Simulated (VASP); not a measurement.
# Pr2SbSe2 (P4/mmm) in VASP: a series of runs

Pr2SbSe2 is run at these levels: PBE; tasks: single point.

Everything below comes from runs of VASP 6.6.1. Logs are shortened: lines on timing, memory, paths and dates and some standing lists are left out, and cuts for length are marked.

### Step 1. The cell of the first run

The structure is tetragonal, space group P4/mmm (No. 123). The conventional cell has a = 4.549 Å, b = 4.549 Å, c = 7.257 Å, α = 90.00°, β = 90.00°, γ = 90.00°. Within 3.0 Å of Pr (site symmetry 4/mmm) lie 4 Se at 2.27 Å. Within 4.3 Å of Pr (site symmetry 4/mmm) lie 4 Sb at 3.22 Å and 8 Se at 4.28 Å. Sb (site symmetry 4/mmm) has 6 Pr at 3.22 to 3.63 Å and 8 Se at 4.28 Å within 4.3 Å. Se (site symmetry mmm) has 2 Pr at 2.27 Å within 3.0 Å.

The cell was built from a structure type or drawn by symmetry, and may not be a known phase.

### Step 2. Single point, PBE

File INCAR:

```
SYSTEM = Pr2SbSe2
ALGO = Normal ; EDIFF = 1E-6
ENCUT = 500 ; GGA = PE
GGA_COMPAT = .False. ; ISIF = 2
ISMEAR = 0 ; LASPH = .True.
LCHARG = .False. ; LMAXMIX = 6
LREAL = .False. ; LWAVE = .False.
NBANDS = 28 ; NELM = 200
PREC = Accurate ; SIGMA = 0.1
```

File KPOINTS:

```
k-points
0
Gamma
  4 4 4
  0 0 0
```

File POSCAR:

```
Pr2SbSe2
1.0
    4.5487502200      0.0000000000      0.0000000000
    0.0000000000      4.5487502200      0.0000000000
    0.0000000000      0.0000000000      7.2574802800
Pr Sb Se
2 1 2
Direct
    0.5000000000      0.5000000000      0.0000000000
    0.0000000000      0.0000000000      0.5000000000
    0.5000000000      0.5000000000      0.5000000000
    0.0000000000      0.5000000000      0.0000000000
    0.5000000000      0.0000000000      0.0000000000
```

Potentials or basis: VASP PAW PBE potentials, release 64 (Pr_3, Sb, Se), 4f in core.

Run with:

```bash
> cat potpaw_PBE.64/Pr_3/POTCAR potpaw_PBE.64/Sb/POTCAR potpaw_PBE.64/Se/POTCAR > POTCAR
> mpirun -np 1 vasp_std > vasp.out
```

OUTCAR:

```text
SYSTEM = Pr2SbSe2
   EDIFF = 1E-6
   ENCUT = 500
   GGA = PE
   ISIF = 2
   ISMEAR = 0
   LASPH = .True.
   LREAL = .False.
   NELM = 200
   PREC = Accurate

 ion  position               nearest neighbor table
   1  0.500  0.500  0.000-   4 2.27   5 2.27   5 2.27   4 2.27   3 3.63   3 3.63
   2  0.000  0.000  0.500-   3 3.22   3 3.22   3 3.22   3 3.22
   3  0.500  0.500  0.500-   2 3.22   2 3.22   2 3.22   2 3.22   1 3.63   1 3.63
   4  0.000  0.500  0.000-   1 2.27   1 2.27
   5  0.500  0.000  0.000-   1 2.27   1 2.27

  LATTYP: Found a simple tetragonal cell.
 ALAT       =     4.5487502200
 C/A-ratio  =     1.5954888550

  Lattice vectors:

 A1 = (   4.5487502200,   0.0000000000,   0.0000000000)
 A2 = (   0.0000000000,   4.5487502200,   0.0000000000)
 A3 = (   0.0000000000,   0.0000000000,   7.2574802800)

Analysis of symmetry for initial positions (statically):
=====================================================================
 Subroutine PRICEL returns:
 Original cell was already a primitive cell.

 Routine SETGRP: Setting up the symmetry group for a
 simple tetragonal supercell.

 Subroutine GETGRP returns: Found 16 space group operations
 (whereof 16 operations were pure point group operations)
 out of a pool of 16 trial point group operations.

The static configuration has the point symmetry D_4h.

Analysis of symmetry for dynamics (positions and initial velocities):
=====================================================================
 Subroutine PRICEL returns:
 Original cell was already a primitive cell.

 Routine SETGRP: Setting up the symmetry group for a
 simple tetragonal supercell.

 Subroutine GETGRP returns: Found 16 space group operations
 (whereof 16 operations were pure point group operations)
 out of a pool of 16 trial point group operations.

The dynamic configuration has the point symmetry D_4h.

 Subroutine INISYM returns: Found 16 space group operations
 (whereof 16 operations are pure point group operations),
 and found     1 'primitive' translations

----------------------------------------------------------------------------------------

                                     Primitive cell

  volume of cell :     150.1655

  direct lattice vectors                    reciprocal lattice vectors
     4.548750220  0.000000000  0.000000000     0.219840605  0.000000000  0.000000000
     0.000000000  4.548750220  0.000000000     0.000000000  0.219840605  0.000000000
     0.000000000  0.000000000  7.257480280     0.000000000  0.000000000  0.137788869

  length of vectors
     4.548750220  4.548750220  7.257480280     0.219840605  0.219840605  0.137788869

  position of ions in fractional coordinates (direct lattice)
     0.500000000  0.500000000  0.000000000
     0.000000000  0.000000000  0.500000000
     0.500000000  0.500000000  0.500000000
     0.000000000  0.500000000  0.000000000
     0.500000000  0.000000000  0.000000000

  ion indices of the primitive-cell ions
   primitive index   ion index
                 1           1
                 2           2
                 3           3
                 4           4
                 5           5

----------------------------------------------------------------------------------------

 KPOINTS: k-points

Automatic generation of k-mesh.
 Grid dimensions read from file:
 generate k-points for:    4    4    4

 Generating k-lattice:

  Cartesian coordinates                     Fractional coordinates (reciprocal lattice)
     0.054960151  0.000000000  0.000000000     0.250000000  0.000000000  0.000000000
     0.000000000  0.054960151  0.000000000     0.000000000  0.250000000  0.000000000
     0.000000000  0.000000000  0.034447217     0.000000000  0.000000000  0.250000000

  Length of vectors
     0.054960151  0.054960151  0.034447217

  Shift w.r.t. Gamma in fractional coordinates (k-lattice)
     0.000000000  0.000000000  0.000000000

 Subroutine IBZKPT returns following result:
 ===========================================

 Found     18 irreducible k-points:

 Following reciprocal coordinates:
            Coordinates               Weight
  0.000000  0.000000  0.000000      1.000000
  0.250000  0.000000  0.000000      4.000000
  0.500000  0.000000  0.000000      2.000000
  0.250000  0.250000  0.000000      4.000000
  0.500000  0.250000  0.000000      4.000000
  0.500000  0.500000  0.000000      1.000000
[... 10 lines left out ...]
  0.500000  0.250000  0.500000      4.000000
  0.500000  0.500000  0.500000      1.000000
   k-points           NKPTS =     18   k-points in BZ     NKDIM =     18   number of bands    NBANDS=     28
   number of dos      NEDOS =    301   number of ions     NIONS =      5
   total plane-waves  NPLWV =  69984
   dimension x,y,z NGX =    36 NGY =   36 NGZ =   54
   dimension x,y,z NGXF=    72 NGYF=   72 NGZF=  108
   ions per type =               2   1   2
   NGX,Y,Z   is equivalent  to a cutoff of  13.16, 13.16, 12.37 a.u.
   NGXF,Y,Z  is equivalent  to a cutoff of  26.31, 26.31, 24.74 a.u.
 SYSTEM =  Pr2SbSe2
   PREC   = accura    normal or accurate (medium, high low for compatibility)
   ISTART =      0    job   : 0-new  1-cont  2-samecut
   ICHARG =      2    charge: 1-file 2-atom 10-const
   ISPIN  =      1    spin polarized calculation?
   LNONCOLLINEAR =      F non collinear calculations
   LSORBIT =      F    spin-orbit coupling
   LASPH  =      T    aspherical Exc in radial PAW
   ENCUT  =  500.0 eV  36.75 Ry    6.06 a.u.   8.29  8.29 13.23*2*pi/ulx,y,z
   NELM   =    200;   NELMIN=  2; NELMDL= -5     # of ELM steps
   EDIFF  = 0.1E-05   stopping-criterion for ELM
   LREAL  =      F    real-space projection
   EDIFFG = 0.1E-04   stopping-criterion for IOM
   NSW    =      0    number of steps for IOM
   IBRION =     -1    ionic relax: 0-MD 1-quasi-New 2-CG
   NFREE  =      0    steps in history (QN), initial steepest desc. (CG)
   ISIF   =      2    stress and relaxation
   ISYM   =      2    0-nonsym 1-usesym 2-fastsym
   POTIM  = 0.5000    time-step for ionic-motion
   TEBEG  =    0.0;   TEEND  =   0.0 temperature during run
   PSTRESS=    0.0 pullay stress
   NELECT =      39.0000    total number of electrons
   NUPDOWN=      -1.0000    fix difference up-down
   EMIN   =  10.00;   EMAX   =-10.00  energy-range for DOS
   EFERMI =   0.00;   METHOD = LEGACY
   ISMEAR =     0;   SIGMA  =   0.10  broadening in eV -4-tet -1-fermi 0-gaus
   EFERMI_NEDOS =   21; number of points for ismear=-14 and -15
   IALGO  =     38    algorithm
   IMIX   =      4    mixing-type and parameters
     AMIX     =   0.40;   BMIX     =  1.00
     AMIX_MAG =   1.60;   BMIX_MAG =  1.00
  volume/ion in A,a.u.               =      30.03       202.67
  Fermi-wavevector in a.u.,A,eV,Ry     =   1.044495  1.973809 14.843544  1.090970
  Thomas-Fermi vector in A             =   2.179250
   LORBIT       =      0    0 simple, 1 ext, 2 COOP (PROOUT), +10 PAW based schemes
   GGA     = PE    functional components
   LHFCALC =     F    Hartree Fock is set to
   AEXX    =    0.0000 exact exchange contribution
   IVDW    =     0    specifies the selected vdW correction
   LEPSILON=     F    determine dielectric tensor
   LRPA    =     F    only Hartree local field effects (RPA)
 non-spin polarized calculation
 Gauss-broadening in eV      SIGMA  =   0.10
  energy-cutoff  :      500.00
  volume of cell :      150.17
 maximum number of plane-waves:      3848
 NGX is ok and might be reduce to    36
   NGX = 17   NGY = 17   NGZ = 27

 number of electron      38.9999996 magnetization

 Free energy of the ion-electron system (eV)
  ---------------------------------------------------
  ext. energy  EPLUGINS =         0.00000000
  ---------------------------------------------------
  free energy    TOTEN  =       -16.73512232 eV

  energy without entropy =      -16.73136109  energy(sigma->0) =      -16.73324171

 E-fermi :   4.3546     XC(G=0):  -9.2424

 val. band max:        4.3087975512   @ k =   0.0000   0.0000   0.0000
 cond. band min:       4.3571097422   @ k =   0.0000   0.0000   0.0000
 fundamental gap:      0.0483121910
 Fermi energy:         4.3546096465

 k-point     1 :       0.0000    0.0000    0.0000
  band No.  band energies     occupation
      1     -33.2968      2.00000
      2     -31.7607      2.00000
      3     -15.4152      2.00000
      4     -15.2381      2.00000
      5     -15.2381      2.00000
      6     -15.0302      2.00000
[... 20 lines left out ...]
     27       6.5089      0.00000
     28       6.5089      0.00000

 k-point     2 :       0.2500    0.0000    0.0000
  band No.  band energies     occupation
      1     -33.2953      2.00000
      2     -31.7555      2.00000
      3     -15.7230      2.00000
      4     -15.4108      2.00000
      5     -15.2206      2.00000
      6     -15.0849      2.00000
[... 20 lines left out ...]
     27       7.2254      0.00000
     28       7.6341      0.00000

 k-point     3 :       0.5000    0.0000    0.0000
  band No.  band energies     occupation
      1     -33.2937      2.00000
      2     -31.7503      2.00000
      3     -16.1057      2.00000
      4     -15.4064      2.00000
      5     -15.2030      2.00000
      6     -15.1378      2.00000
[... 20 lines left out ...]
     27       8.6026      0.00000
     28       8.7410      0.00000

 k-point     4 :       0.2500    0.2500    0.0000
  band No.  band energies     occupation
      1     -33.2936      2.00000
      2     -31.7503      2.00000
      3     -15.7097      2.00000
      4     -15.6998      2.00000
      5     -15.4070      2.00000
      6     -15.0748      2.00000
[... 20 lines left out ...]
     27       7.3609      0.00000
     28       7.7714      0.00000

 k-point     5 :       0.5000    0.2500    0.0000
  band No.  band energies     occupation
      1     -33.2920      2.00000
      2     -31.7451      2.00000
      3     -16.0867      2.00000
      4     -15.6865      2.00000
      5     -15.4032      2.00000
      6     -15.1223      2.00000
[... 20 lines left out ...]
     27       8.0221      0.00000
     28       8.1122      0.00000

 k-point     6 :       0.5000    0.5000    0.0000
  band No.  band energies     occupation
      1     -33.2902      2.00000
      2     -31.7400      2.00000
      3     -16.0675      2.00000
      4     -16.0675      2.00000
      5     -15.4000      2.00000
      6     -15.1077      2.00000
[... 277 lines left out ...]
      5     -15.2030      2.00000
      6     -15.1387      2.00000
[... 20 lines left out ...]
     27       9.2095      0.00000
     28       9.2551      0.00000

 k-point    16 :       0.2500    0.2500    0.5000
  band No.  band energies     occupation
      1     -33.2936      2.00000
      2     -31.7503      2.00000
      3     -15.7131      2.00000
      4     -15.6991      2.00000
      5     -15.4031      2.00000
      6     -15.0755      2.00000
[... 20 lines left out ...]
     27       7.1563      0.00000
     28       8.1049      0.00000

 k-point    17 :       0.5000    0.2500    0.5000
  band No.  band energies     occupation
      1     -33.2920      2.00000
      2     -31.7451      2.00000
      3     -16.0875      2.00000
      4     -15.6856      2.00000
      5     -15.4019      2.00000
      6     -15.1238      2.00000
[... 20 lines left out ...]
     27       8.4035      0.00000
     28       8.6858      0.00000

 k-point    18 :       0.5000    0.5000    0.5000
  band No.  band energies     occupation
      1     -33.2902      2.00000
      2     -31.7400      2.00000
      3     -16.0667      2.00000
      4     -16.0667      2.00000
      5     -15.4003      2.00000
      6     -15.1087      2.00000
[... 20 lines left out ...]
     27       9.4520      0.00000
     28       9.8415      0.00000

------------------------ aborting loop because EDIFF is reached ----------------------------------------

  FORCE on cell =-STRESS in cart. coord.  units (eV):
  Direction    XX          YY          ZZ          XY          YZ          ZX
  --------------------------------------------------------------------------------------
  -------------------------------------------------------------------------------------
  Total       43.9364767     43.9364767     -3.8808070      0.0000000      0.0000000      0.0000000
  in kB      468.7764293    468.7764293    -41.4059340      0.0000000      0.0000000      0.0000000
  external PRESSURE =     298.7156416 kB  Pullay stress =       0.0000000 kB

 VOLUME and BASIS-vectors are now :
 -----------------------------------------------------------------------------
  energy-cutoff  :      500.00
  volume of cell :      150.17
      direct lattice vectors                 reciprocal lattice vectors
     4.548750220  0.000000000  0.000000000     0.219840605  0.000000000  0.000000000
     0.000000000  4.548750220  0.000000000     0.000000000  0.219840605  0.000000000
     0.000000000  0.000000000  7.257480280     0.000000000  0.000000000  0.137788869

 POSITION                                       TOTAL-FORCE (eV/Angst)
 -----------------------------------------------------------------------------------
      2.27438      2.27438      0.00000         0.000000      0.000000      0.000000
      0.00000      0.00000      3.62874         0.000000      0.000000      0.000000
      2.27438      2.27438      3.62874         0.000000      0.000000      0.000000
      0.00000      2.27438      0.00000         0.000000      0.000000      0.000000
      2.27438      0.00000      0.00000         0.000000      0.000000      0.000000
 -----------------------------------------------------------------------------------
    total drift:                                0.000000      0.000000     -0.000000

  FREE ENERGIE OF THE ION-ELECTRON SYSTEM (eV)
  ---------------------------------------------------
  free  energy   TOTEN  =       -16.7351223164 eV

  energy  without entropy=      -16.7313610938  energy(sigma->0) =      -16.73324171
```

Run time: 30 s. Hardware: 1 thread of Intel Xeon 6975P-C (Granite Rapids), shared host; peak memory 0.29 GiB.

What came out:

| Item | Value |
| --- | --- |
| Free energy | -16.7351 eV |
| Pressure | 29.9 GPa |
| Band gap on the k mesh | zero (an odd number of electrons rules out a gap without spin polarisation) |

Stress tensor (GPa, compression positive):
```
46.88  0.00  0.00
 0.00 46.88  0.00
 0.00  0.00 -4.14
```

Caveat: the cell stands under pressure; spin-orbit coupling is left out, which moves the levels of the heavy elements; the 4f electrons are frozen in the core, so they carry no moment and show no levels; the run has no spin polarisation, though such a crystal can be magnetic.

### Step 3. Single point, PBE

This run uses another cell than the first one, of 36.31 Å³/atom.

File INCAR:

```
PREC = Accurate
ENCUT = 500
EDIFF = 1E-6
ISMEAR = 0
SIGMA = 0.1
LREAL = False
LASPH = True
NELM = 200
ALGO = Normal
ISIF = 2
LWAVE = False
LCHARG = False
GGA = PE
NBANDS = 28
GGA_COMPAT = False
LMAXMIX = 6
```

File KPOINTS:

```
regular mesh
0
Gamma
  4 4 4
```

Changes to POSCAR since step 2:

```diff
@@ -2,5 +2,5 @@
 1.0
-    4.5487502200      0.0000000000      0.0000000000
-    0.0000000000      4.5487502200      0.0000000000
-    0.0000000000      0.0000000000      7.2574802800
+    5.5266058649      0.0000000000      0.0000000000
+    0.0000000000      5.5266058649      0.0000000000
+    0.0000000000      0.0000000000      5.9447889856
 Pr Sb Se
```

Potentials or basis: VASP PAW PBE potentials, release 64 (Pr_3, Sb, Se), 4f in core.

Run with:

```bash
> cat potpaw_PBE.64/Pr_3/POTCAR potpaw_PBE.64/Sb/POTCAR potpaw_PBE.64/Se/POTCAR > POTCAR
> mpirun -np 1 vasp_std > vasp.out
```

Wall time 39 s (1 thread of Intel Xeon 6975P-C (Granite Rapids), shared host); peak memory 0.31 GiB.

It converged, with:

```yaml
Free_energy: -23.8392 eV
Pressure: 0.0 GPa
Band_gap_on_the_k_mesh: zero (an odd number of electrons rules out a gap without spin polarisation)
```

Levels at points of the mesh, in eV from the Fermi level:
| k point | band 17 | band 18 | band 19 | band 20 | band 21 | band 22 |
| --- | --- | --- | --- | --- | --- | --- |
| (0.00, 0.00, 0.00) | -0.48 | 0.25 | 0.25 | 0.41 | 0.61 | 0.61 |
| (0.50, 0.00, 0.00) | -1.59 | -1.54 | -0.15 | 0.73 | 1.00 | 1.24 |
| (0.50, 0.50, 0.00) | -1.08 | -1.08 | -0.10 | 0.16 | 1.13 | 1.31 |
| (0.00, 0.00, 0.50) | -1.12 | -1.12 | -0.24 | -0.24 | 0.85 | 1.14 |
| (0.50, 0.00, 0.50) | -1.64 | -1.59 | -0.70 | -0.05 | 1.19 | 1.25 |
| (0.50, 0.50, 0.50) | -1.93 | 0.05 | 0.58 | 0.58 | 0.89 | 0.89 |

Caveat: spin-orbit coupling is left out, which moves the levels of the heavy elements; the 4f electrons are frozen in the core, so they carry no moment and show no levels; the run has no spin polarisation, though such a crystal can be magnetic.
